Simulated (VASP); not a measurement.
# Bi2P5 (Fd-3m) in VASP: single point with PBE

Aim: the single point of Bi2P5 with PBE.

All numbers are computed with VASP 6.6.1; they aren't measurements. Logs are shortened: lines on timing, memory, paths and dates and some standing lists are left out, and cuts for length are marked.

### Step 1. The cell of the first run

Symmetry: Fd-3m, No. 227, cubic system. Conventional cell: a = 11.077 Å, b = 11.077 Å, c = 11.077 Å, α = 90.00°, β = 90.00°, γ = 90.00°. Within 4.0 Å of Bi (site symmetry -3m) lie 6 P at 2.86 Å and 6 Bi at 3.92 Å. Within 3.0 Å of P (site symmetry -43m) lie 4 P at 2.24 Å. Within 3.0 Å of P (site symmetry 3m) lie 1 P at 2.24 Å and 3 Bi at 2.86 Å.

The cell was built from a structure type or drawn by symmetry, and may not be a known phase.

### Step 2. Single point, PBE

INCAR

```
SYSTEM = Bi2P5
  ALGO = Fast
  EDIFF = 1E-6
  ENCUT = 520
  GGA = PE
  ISIF = 2
  ISMEAR = 0
  LASPH = .True.
  LCHARG = .True.
  LELF = .True.
  LREAL = .False.
  LVHAR = .True.
  LWAVE = .False.
  NBANDS = 68
  NELM = 100
  PREC = Accurate
  SIGMA = 0.1
```

KPOINTS

```
k-points
0
Gamma
  6 6 6
  0 0 0
```

POSCAR

```
Bi2P5
1.0
    0.0000000000      5.5386241228      5.5386241228
    5.5386241228      0.0000000000      5.5386241228
    5.5386241228      5.5386241228      0.0000000000
Bi P
4 10
Direct
    0.6250000000      0.6250000000      0.6250000000
    0.1250000000      0.6250000000      0.6250000000
    0.6250000000      0.6250000000      0.1250000000
    0.6250000000      0.1250000000      0.6250000000
    0.2500000000      0.2500000000      0.2500000000
    0.0000000000      0.0000000000      0.0000000000
    0.3666997815      0.3666997815      0.3666997815
    0.3500993444      0.8833002185      0.8833002185
    0.3666997815      0.3666997815      0.8999006556
    0.8833002185      0.3500993444      0.8833002185
    0.8999006556      0.3666997815      0.3666997815
    0.8833002185      0.8833002185      0.8833002185
    0.3666997815      0.8999006556      0.3666997815
    0.8833002185      0.8833002185      0.3500993444
```

Potentials or basis: VASP PAW PBE potentials, release 64 (Bi_d, P).

Command:

```
> cat potpaw_PBE.64/Bi_d/POTCAR potpaw_PBE.64/P/POTCAR > POTCAR
> mpirun -np 1 vasp_std > vasp.out
```

OUTCAR:

```text
SYSTEM = Bi2P5
   EDIFF = 1E-6
   ENCUT = 520
   GGA = PE
   ISIF = 2
   ISMEAR = 0
   LASPH = .True.
   LREAL = .False.
   NELM = 100
   PREC = Accurate

 ion  position               nearest neighbor table
   1  0.625  0.625  0.625-   8 2.86   9 2.86  10 2.86  11 2.86  13 2.86  14 2.86   2 3.92   3 3.92
                             4 3.92   3 3.92   4 3.92   2 3.92
   2  0.125  0.625  0.625-   7 2.86  12 2.86  10 2.86   9 2.86  13 2.86  14 2.86   1 3.92   3 3.92
                             4 3.92   1 3.92   3 3.92   4 3.92
   3  0.625  0.625  0.125-   7 2.86  12 2.86  10 2.86  11 2.86   8 2.86  13 2.86   1 3.92   1 3.92
                             2 3.92   4 3.92   4 3.92   2 3.92
   4  0.625  0.125  0.625-   7 2.86  12 2.86   9 2.86  11 2.86   8 2.86  14 2.86   1 3.92   3 3.92
                             1 3.92   2 3.92   3 3.92   2 3.92
   5  0.250  0.250  0.250-   9 2.24  11 2.24  13 2.24   7 2.24
   6  0.000  0.000  0.000-   8 2.24  10 2.24  14 2.24  12 2.24
   7  0.367  0.367  0.367-   5 2.24   3 2.86   4 2.86   2 2.86
   8  0.350  0.883  0.883-   6 2.24   1 2.86   4 2.86   3 2.86
   9  0.367  0.367  0.900-   5 2.24   1 2.86   4 2.86   2 2.86
  10  0.883  0.350  0.883-   6 2.24   1 2.86   3 2.86   2 2.86
  11  0.900  0.367  0.367-   5 2.24   1 2.86   4 2.86   3 2.86
  12  0.883  0.883  0.883-   6 2.24   3 2.86   4 2.86   2 2.86
  13  0.367  0.900  0.367-   5 2.24   1 2.86   3 2.86   2 2.86
  14  0.883  0.883  0.350-   6 2.24   1 2.86   4 2.86   2 2.86

  LATTYP: Found a face centered cubic cell.
 ALAT       =    11.0772482456

  Lattice vectors:

 A1 = (   0.0000000000,   5.5386241228,   5.5386241228)
 A2 = (   5.5386241228,   0.0000000000,   5.5386241228)
 A3 = (   5.5386241228,   5.5386241228,   0.0000000000)

Analysis of symmetry for initial positions (statically):
=====================================================================
 Subroutine PRICEL returns:
 Original cell was already a primitive cell.

 Routine SETGRP: Setting up the symmetry group for a
 face centered cubic supercell.

 Subroutine GETGRP returns: Found 48 space group operations
 (whereof 24 operations were pure point group operations)
 out of a pool of 48 trial point group operations.

The static configuration has the point symmetry T_d .
 The point group associated with its full space group is O_h .

Analysis of symmetry for dynamics (positions and initial velocities):
=====================================================================
 Subroutine PRICEL returns:
 Original cell was already a primitive cell.

 Routine SETGRP: Setting up the symmetry group for a
 face centered cubic supercell.

 Subroutine GETGRP returns: Found 48 space group operations
 (whereof 24 operations were pure point group operations)
 out of a pool of 48 trial point group operations.

The dynamic configuration has the point symmetry T_d .
 The point group associated with its full space group is O_h .

 Subroutine INISYM returns: Found 48 space group operations
 (whereof 24 operations are pure point group operations),
 and found     1 'primitive' translations

----------------------------------------------------------------------------------------

                                     Primitive cell

  volume of cell :     339.8096

  direct lattice vectors                    reciprocal lattice vectors
     0.000000000  5.538624123  5.538624123    -0.090275128  0.090275128  0.090275128
     5.538624123  0.000000000  5.538624123     0.090275128 -0.090275128  0.090275128
     5.538624123  5.538624123  0.000000000     0.090275128  0.090275128 -0.090275128

  length of vectors
     7.832797351  7.832797351  7.832797351     0.156361108  0.156361108  0.156361108

  position of ions in fractional coordinates (direct lattice)
     0.625000000  0.625000000  0.625000000
     0.125000000  0.625000000  0.625000000
     0.625000000  0.625000000  0.125000000
     0.625000000  0.125000000  0.625000000
     0.250000000  0.250000000  0.250000000
     0.000000000  0.000000000  0.000000000
     0.366699782  0.366699782  0.366699782
     0.350099344  0.883300218  0.883300218
     0.366699782  0.366699782  0.899900656
     0.883300218  0.350099344  0.883300218
     0.899900656  0.366699782  0.366699782
     0.883300218  0.883300218  0.883300218
     0.366699782  0.899900656  0.366699782
     0.883300218  0.883300218  0.350099344

  ion indices of the primitive-cell ions
   primitive index   ion index
                 1           1
                 2           2
                 3           3
                 4           4
                 5           5
                 6           6
                 7           7
                 8           8
                 9           9
                10          10
                11          11
                12          12
                13          13
                14          14

----------------------------------------------------------------------------------------

 KPOINTS: k-points

Automatic generation of k-mesh.
 Grid dimensions read from file:
 generate k-points for:    6    6    6

 Generating k-lattice:

  Cartesian coordinates                     Fractional coordinates (reciprocal lattice)
    -0.015045855  0.015045855  0.015045855     0.166666667  0.000000000  0.000000000
     0.015045855 -0.015045855  0.015045855     0.000000000  0.166666667  0.000000000
     0.015045855  0.015045855 -0.015045855     0.000000000  0.000000000  0.166666667

  Length of vectors
     0.026060185  0.026060185  0.026060185

  Shift w.r.t. Gamma in fractional coordinates (k-lattice)
     0.000000000  0.000000000  0.000000000

 Subroutine IBZKPT returns following result:
 ===========================================

 Found     16 irreducible k-points:

 Following reciprocal coordinates:
            Coordinates               Weight
  0.000000  0.000000  0.000000      1.000000
  0.166667  0.000000  0.000000      8.000000
  0.333333  0.000000  0.000000      8.000000
  0.500000  0.000000  0.000000      4.000000
  0.166667  0.166667  0.000000      6.000000
  0.333333  0.166667  0.000000     24.000000
[... 8 lines left out ...]
 -0.333333  0.333333  0.166667     24.000000
 -0.333333  0.500000  0.166667     12.000000
   k-points           NKPTS =     16   k-points in BZ     NKDIM =     16   number of bands    NBANDS=     68
   number of dos      NEDOS =    301   number of ions     NIONS =     14
   total plane-waves  NPLWV = 216000
   dimension x,y,z NGX =    60 NGY =   60 NGZ =   60
   dimension x,y,z NGXF=   120 NGYF=  120 NGZF=  120
   ions per type =               4  10
   NGX,Y,Z   is equivalent  to a cutoff of  12.73, 12.73, 12.73 a.u.
   NGXF,Y,Z  is equivalent  to a cutoff of  25.47, 25.47, 25.47 a.u.
 SYSTEM =  Bi2P5
   PREC   = accura    normal or accurate (medium, high low for compatibility)
   ISTART =      0    job   : 0-new  1-cont  2-samecut
   ICHARG =      2    charge: 1-file 2-atom 10-const
   ISPIN  =      1    spin polarized calculation?
   LNONCOLLINEAR =      F non collinear calculations
   LSORBIT =      F    spin-orbit coupling
   LASPH  =      T    aspherical Exc in radial PAW
   ENCUT  =  520.0 eV  38.22 Ry    6.18 a.u.  14.56 14.56 14.56*2*pi/ulx,y,z
   NELM   =    100;   NELMIN=  2; NELMDL= -5     # of ELM steps
   EDIFF  = 0.1E-05   stopping-criterion for ELM
   LREAL  =      F    real-space projection
   EDIFFG = 0.1E-04   stopping-criterion for IOM
   NSW    =      0    number of steps for IOM
   IBRION =     -1    ionic relax: 0-MD 1-quasi-New 2-CG
   NFREE  =      0    steps in history (QN), initial steepest desc. (CG)
   ISIF   =      2    stress and relaxation
   ISYM   =      2    0-nonsym 1-usesym 2-fastsym
   POTIM  = 0.5000    time-step for ionic-motion
   TEBEG  =    0.0;   TEEND  =   0.0 temperature during run
   PSTRESS=    0.0 pullay stress
   NELECT =     110.0000    total number of electrons
   NUPDOWN=      -1.0000    fix difference up-down
   EMIN   =  10.00;   EMAX   =-10.00  energy-range for DOS
   EFERMI =   0.00;   METHOD = LEGACY
   ISMEAR =     0;   SIGMA  =   0.10  broadening in eV -4-tet -1-fermi 0-gaus
   EFERMI_NEDOS =   21; number of points for ismear=-14 and -15
   IALGO  =     68    algorithm
   IMIX   =      4    mixing-type and parameters
     AMIX     =   0.40;   BMIX     =  1.00
     AMIX_MAG =   1.60;   BMIX_MAG =  1.00
  volume/ion in A,a.u.               =      24.27       163.80
  Fermi-wavevector in a.u.,A,eV,Ry     =   1.124071  2.124187 17.191453  1.263536
  Thomas-Fermi vector in A             =   2.260741
   LORBIT       =      0    0 simple, 1 ext, 2 COOP (PROOUT), +10 PAW based schemes
   GGA     = PE    functional components
   LHFCALC =     F    Hartree Fock is set to
   AEXX    =    0.0000 exact exchange contribution
   IVDW    =     0    specifies the selected vdW correction
   LEPSILON=     F    determine dielectric tensor
   LRPA    =     F    only Hartree local field effects (RPA)
 non-spin polarized calculation
 RMM-DIIS sequential band-by-band and
 Gauss-broadening in eV      SIGMA  =   0.10
  energy-cutoff  :      520.00
  volume of cell :      339.81
 maximum number of plane-waves:      9257
 NGX is ok and might be reduce to    60
   NGX = 29   NGY = 29   NGZ = 29

 number of electron     110.0000021 magnetization

 Free energy of the ion-electron system (eV)
  ---------------------------------------------------
  ext. energy  EPLUGINS =         0.00000000
  ---------------------------------------------------
  free energy    TOTEN  =       -63.70030739 eV

  energy without entropy =      -63.64160384  energy(sigma->0) =      -63.67095562

 E-fermi :   5.6205     XC(G=0):  -9.6038

 val. band max:        5.6193873535   @ k =   0.5000   0.0000   0.0000
 cond. band min:       5.6373221136   @ k =  -0.3333   0.3333   0.0000
 fundamental gap:      0.0179347601
 Fermi energy:         5.6205457867

 k-point     1 :       0.0000    0.0000    0.0000
  band No.  band energies     occupation
      1     -17.2262      2.00000
      2     -17.2262      2.00000
      3     -17.2262      2.00000
      4     -17.2175      2.00000
      5     -17.2103      2.00000
      6     -17.2103      2.00000
[... 59 lines left out ...]
     66       8.4511      0.00000
     67       9.3021      0.00000

 k-point     2 :       0.1667    0.0000    0.0000
  band No.  band energies     occupation
      1     -17.2256      2.00000
      2     -17.2236      2.00000
      3     -17.2236      2.00000
      4     -17.2152      2.00000
      5     -17.2088      2.00000
      6     -17.2088      2.00000
[... 59 lines left out ...]
     66       8.6502      0.00000
     67       8.8885      0.00000

 k-point     3 :       0.3333    0.0000    0.0000
  band No.  band energies     occupation
      1     -17.2249      2.00000
      2     -17.2188      2.00000
      3     -17.2188      2.00000
      4     -17.2085      2.00000
      5     -17.2036      2.00000
      6     -17.2036      2.00000
[... 899 lines left out ...]
     66       8.9213      0.00000
     67       9.2185      0.00000

 k-point    16 :      -0.3333    0.5000    0.1667
  band No.  band energies     occupation
      1     -17.2162      2.00000
      2     -17.2162      2.00000
      3     -17.2076      2.00000
      4     -17.2076      2.00000
      5     -17.1943      2.00000
      6     -17.1943      2.00000
[... 59 lines left out ...]
     66       9.0580      0.00000
     67       9.1327      0.00000
 [bands above 67 left out]

------------------------ aborting loop because EDIFF is reached ----------------------------------------

  FORCE on cell =-STRESS in cart. coord.  units (eV):
  Direction    XX          YY          ZZ          XY          YZ          ZX
  --------------------------------------------------------------------------------------
  -------------------------------------------------------------------------------------
  Total       -0.1613118     -0.1613118     -0.1613118     -0.0000000     -0.0000000      0.0000000
  in kB       -0.7605731     -0.7605731     -0.7605731     -0.0000000     -0.0000000      0.0000000
  external PRESSURE =      -0.7605731 kB  Pullay stress =       0.0000000 kB

 VOLUME and BASIS-vectors are now :
 -----------------------------------------------------------------------------
  energy-cutoff  :      520.00
  volume of cell :      339.81
      direct lattice vectors                 reciprocal lattice vectors
     0.000000000  5.538624123  5.538624123    -0.090275128  0.090275128  0.090275128
     5.538624123  0.000000000  5.538624123     0.090275128 -0.090275128  0.090275128
     5.538624123  5.538624123  0.000000000     0.090275128  0.090275128 -0.090275128

 POSITION                                       TOTAL-FORCE (eV/Angst)
 -----------------------------------------------------------------------------------
      6.92328      6.92328      6.92328         0.000000      0.000000      0.000000
      6.92328      4.15397      4.15397         0.000000      0.000000      0.000000
      4.15397      4.15397      6.92328         0.000000      0.000000      0.000000
      4.15397      6.92328      4.15397         0.000000      0.000000      0.000000
      2.76931      2.76931      2.76931         0.000000      0.000000      0.000000
      0.00000      0.00000      0.00000         0.000000      0.000000      0.000000
      4.06202      4.06202      4.06202        -0.016194     -0.016194     -0.016194
      9.78454      6.83134      6.83134         0.016194     -0.016194     -0.016194
      7.01522      7.01522      4.06202         0.016194      0.016194     -0.016194
      6.83134      9.78454      6.83134        -0.016194      0.016194     -0.016194
      4.06202      7.01522      7.01522        -0.016194      0.016194      0.016194
      9.78454      9.78454      9.78454         0.016194      0.016194      0.016194
      7.01522      4.06202      7.01522         0.016194     -0.016194      0.016194
      6.83134      6.83134      9.78454        -0.016194     -0.016194      0.016194
 -----------------------------------------------------------------------------------
    total drift:                                0.000000      0.000000      0.000000

  FREE ENERGIE OF THE ION-ELECTRON SYSTEM (eV)
  ---------------------------------------------------
  free  energy   TOTEN  =       -63.7003073925 eV

  energy  without entropy=      -63.6416038389  energy(sigma->0) =      -63.67095562
```

It took 6.8 min on 1 thread of Intel Xeon Platinum 8559C (Emerald Rapids), shared host; peak memory 0.62 GiB.

Results:

| Quantity | Value |
| --- | --- |
| Free energy | -63.7003 eV |
| Pressure | -0.1 GPa |
| Largest force | 0.028 eV/Å |
| Band gap on the k mesh | zero (bands 55 and 56 overlap by 0.67 eV) |

Forces in eV/Å, atoms in the order of the input:
```
Bi   0.000  0.000  0.000
Bi   0.000  0.000  0.000
Bi   0.000  0.000  0.000
Bi   0.000  0.000  0.000
P    0.000  0.000  0.000
P    0.000  0.000  0.000
P   -0.016 -0.016 -0.016
P    0.016 -0.016 -0.016
P    0.016  0.016 -0.016
P   -0.016  0.016 -0.016
P   -0.016  0.016  0.016
P    0.016  0.016  0.016
P    0.016 -0.016  0.016
P   -0.016 -0.016  0.016
```

Caveat: spin-orbit coupling is left out, which moves the levels of the heavy elements.
